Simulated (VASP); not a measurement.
Wanted: the native input for a VASP 6.6.1 run.

```yaml
Task: relaxation of cell and atoms
Functional: PBE
Potentials_or_basis: VASP PAW PBE potentials, release 64 (Ta_sv_GW, Hg_sv_GW)
Cutoff: 550 eV
k_mesh: 6 × 6 × 2
Occupations: gaussian, width 0.1 eV
Spin: no spin polarisation
Dipole_correction: no
Further_INCAR_settings: ALGO = Normal; EDIFF = 1e-07; IBRION = 2; EDIFFG = -0.04; NSW = 90; ISIF = 3
```

The structure of TaHg lies in POSCAR:

```
TaHg
1.0
    3.3237684300      0.0000000000      0.0000000000
   -1.6618842100      2.8784678900      0.0000000000
    0.0000000000      0.0000000000      9.7730203200
Ta Hg
2 2
Direct
    0.3333333300      0.6666666700      0.3783776900
    0.6666666700      0.3333333300      0.6216223100
    0.3333333300      0.6666666700      0.8716396400
    0.6666666700      0.3333333300      0.1283603600
```

The cell was generated, and may not be a known phase.

These files were run (other wordings do the same):

INCAR

```
PREC = Accurate
ENCUT = 550
EDIFF = 1E-7
ISMEAR = 0
SIGMA = 0.1
LREAL = False
LASPH = True
NELM = 120
ALGO = Normal
ISIF = 3
LWAVE = False
LCHARG = False
GGA = PE
IBRION = 2
NSW = 90
EDIFFG = -0.04
GGA_COMPAT = False
NELMIN = 4
```

KPOINTS

```
Automatic mesh
0
Gamma
  6 6 2
```

Potentials or basis: VASP PAW PBE potentials, release 64 (Ta_sv_GW, Hg_sv_GW).

Run with:

```bash
$ cat potpaw_PBE.64/Ta_sv_GW/POTCAR potpaw_PBE.64/Hg_sv_GW/POTCAR > POTCAR
$ mpirun -np 1 vasp_std > vasp.out
```

It gave:

```json
{
  "Relaxed volume": "20.14 Å³/atom",
  "Relaxed cell": "a = 3.066 Å, b = 3.066 Å, c = 9.893 Å, α = 90.00°, β = 90.00°, γ = 120.00°",
  "Space group after relaxing (to 0.1 Å)": "P-3m1 (No. 164)",
  "Energy gained by relaxing": "208.4 meV/atom",
  "Ionic steps": "14",
  "Pressure after relaxing": "0.0 GPa",
  "Largest force after relaxing": "0.035 eV/Å",
  "Band gap on the k mesh": "zero (bands 33 and 34 overlap by 0.39 eV)"
}
```

Caveat: the k points lie up to 0.39 Å⁻¹ apart in the final cell; spin-orbit coupling is left out, which moves the levels of the heavy elements.

It took 30 min on 1 thread of AMD EPYC 7R43 64-Core Processor (Zen 3), on a shared host, peak memory 0.24 GiB.
